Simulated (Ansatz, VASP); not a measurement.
One calculation of TePb, two programs

The input INCAR:

```
SYSTEM = TePb
PREC = Accurate ; ENCUT = 520
EDIFF = 1E-6 ; ISMEAR = 0
SIGMA = 0.01 ; LREAL = .FALSE.
LASPH = .TRUE. ; NELM = 60
ALGO = Normal ; ISIF = 2
LWAVE = .FALSE. ; LCHARG = .TRUE.
GGA = PE ; LELF = .TRUE.
LVHAR = .TRUE. ; NBANDS = 17
```

File KPOINTS:

```
Automatic mesh
0
G
  4 4 4
  0 0 0
```

File POSCAR:

```
TePb
1.0
    0.0000000000      3.2256060000      3.2256060000
    3.2256060000      0.0000000000      3.2256060000
    3.2256060000      3.2256060000      0.0000000000
Te Pb
1 1
Direct
    0.5000800000      0.5051200000      0.4946200000
    0.0077300000      0.9963300000      0.9980100000
```

Input for Ansatz:

```yaml
crystal:
  lattice:
    - [0.0, 3.2256059999860365, 3.2256059999860365]
    - [3.2256059999860365, 0.0, 3.2256059999860365]
    - [3.2256059999860365, 3.2256059999860365, 0.0]
  atoms:
    - { symbol: Te, position: [0.50008, 0.50512, 0.49462] }
    - { symbol: Pb, position: [0.00773, 0.99633, 0.99801] }
basis:
  ecutwfc: 540.0
  xc_grid: 2
kpoints:
  mp_grid:
    grid: [4, 4, 4]
hamiltonian:
  xc: pbe
scf:
  convergence:
    dr2_threshold: 1.0e-09
  occupations:
    method: fixed
output:
  forces: true
  stress: true
```

Alike in both runs: task single point; functional PBE; k mesh 4 × 4 × 4; no spin polarisation.

```csv
,VASP,Ansatz
version,VASP 6.6.1,Ansatz 0.2.0
potentials or method,"VASP PAW PBE potentials, release 64 (Te, Pb_d), cutoff 520 eV","plane waves, PAW"
occupations,"gaussian, width 0.01 eV",fixed
valence electrons in the cell,20,30
```

VASP gave:

| Property | Result |
| --- | --- |
| pressure (GPa) | 2.3 |

Problem. Estimate Ansatz's values.

Solution. Pressure (GPa): 2.4.

VASP's potentials hold 20 valence electrons a cell and Ansatz's 30, so a difference there can come from the potentials and not from the codes. Ansatz's warnings: stress scf threshold loose.

The k mesh is coarse, so the values compare programs but aren't converged. Neither program's run includes spin-orbit coupling.
